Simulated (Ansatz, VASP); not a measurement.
# Al: VASP beside Ansatz

```
CELL_PARAMETERS angstrom
0.00000 2.01122 2.01122
2.01122 0.00000 2.01122
2.01122 2.01122 0.00000
ATOMIC_POSITIONS crystal
Al 0.00000 0.00000 0.00000
```

Change from the starting cell: volume scaled by 0.98.

Alike in both runs: task single point; functional PBEsol; dispersion D4; k mesh 8 × 8 × 8; occupations fermi-dirac, width 0.1 eV; non-collinear spin, spin-orbit coupling.

```csv
,VASP,Ansatz
version,VASP 6.6.1,Ansatz 0.2.0
potentials or method,"VASP PAW PBE potentials, release 64 (Al), cutoff 520 eV","all-electron LAPW, relativistic spinors"
```

```csv
,VASP,Ansatz,Ansatz less VASP
pressure (GPa),-2.1,-2.2,-0.07
net moment per atom (μB),0.00,0.00,0.000
```

VASP's potentials were made for PBE, not for PBEsol. Ansatz ran all-electron here, and VASP with PAW potentials.

Noted on Ansatz's run: the k mesh is thin for a metal, which can move the energy by tens of meV per atom.
